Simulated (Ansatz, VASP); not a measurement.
**Nb2Si2O: VASP beside Ansatz**

```
Nb Si O
1.0
     3.13916   -1.69273    0.00000
     3.13916    1.69273    0.00000
    -0.11597    0.00000    6.73214
Nb Si O
2 2 1
Direct
  0.67627 0.67627 0.84164
  0.32373 0.32373 0.15836
  0.65900 0.65900 0.41417
  0.34100 0.34100 0.58583
  0.00000 0.00000 0.00000
```

Change from the starting cell: the structure that the rattled cell fell into.

Alike in both runs: task single point; functional PBE; k mesh 6 × 6 × 4; occupations gaussian, width 0.1 eV; no spin polarisation.

```csv
,VASP,Ansatz
version,VASP 6.6.1,Ansatz 0.2.0
potentials or method,"VASP PAW PBE potentials, release 64 (Nb_sv, Si, O), cutoff 520 eV","scalar-relativistic, plane waves, PAW"
valence electrons in the cell,40,40
```

Ansatz gave:

```
gap on the k mesh at the Fermi level (eV)                     : none
pressure (GPa)                                                : -0.1
traceless stress, the component that is largest in VASP (GPa) : 0.23
rms of the force components (eV/Å)                            : 0.008
```

Question: What did VASP give for the same quantities?

Answer: gap on the k mesh at the Fermi level (eV): none; pressure (GPa): -0.3; traceless stress, the component that is largest in VASP (GPa): 0.24; rms of the force components (eV/Å): 0.008.

Atom by atom the forces differ by 0.002 eV/Å (rms over components). A gap of «none» marks a metal or a gap that the smearing closes.
